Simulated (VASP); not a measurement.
Write the native input for VASP 6.6.1 that does the following.

- Task: single point
- Functional: LDA
- Potentials or basis: VASP PAW LDA potentials, release 64 (Na_pv)
- Cutoff: 520 eV
- k mesh: 6 × 6 × 3, shifted
- Occupations: methfessel-paxton, width 0.1 eV
- Spin: no spin polarisation
- Dipole correction: no
- Further INCAR settings: ALGO = Normal; EDIFF = 1e-06; NBANDS = 14; ISYM = 0

The structure of Na lies in POSCAR:

```
Na
1.0
    3.7670000000      0.0000000000      0.0000000000
   -1.8835000000      3.2623200000      0.0000000000
    0.0000000000      0.0000000000      6.1540000000
Na
2
Direct
    0.3333333333      0.6666666667      0.2662495938
    0.6666666667      0.3333333333      0.7500000000
```

The input as run:

INCAR

```
PREC = Accurate
ENCUT = 520
EDIFF = 1E-6
ISMEAR = 1
SIGMA = 0.1
LREAL = F
LASPH = T
NELM = 80
ALGO = Normal
ISIF = 2
LWAVE = F
LCHARG = F
GGA = CA
NBANDS = 14
ISYM = 0
```

KPOINTS

```
Automatic mesh
0
Gamma
  6 6 3
  0.5 0.5 0
```

Potentials or basis: VASP PAW LDA potentials, release 64 (Na_pv).

Command:

```bash
$ cat potpaw_LDA.64/Na_pv/POTCAR > POTCAR
$ mpirun -np 1 vasp_std > vasp.out
```

Results of the run:

The pressure is -0.9 GPa, the largest force is 0.055 eV/Å and the band gap on the k mesh is zero (bands 7 and 8 overlap by 2.28 eV).

It took 87 s on 1 thread of Intel(R) Xeon(R) Platinum 8375C CPU @ 2.90GHz (Ice Lake) (shared host), peak memory 0.23 GiB.
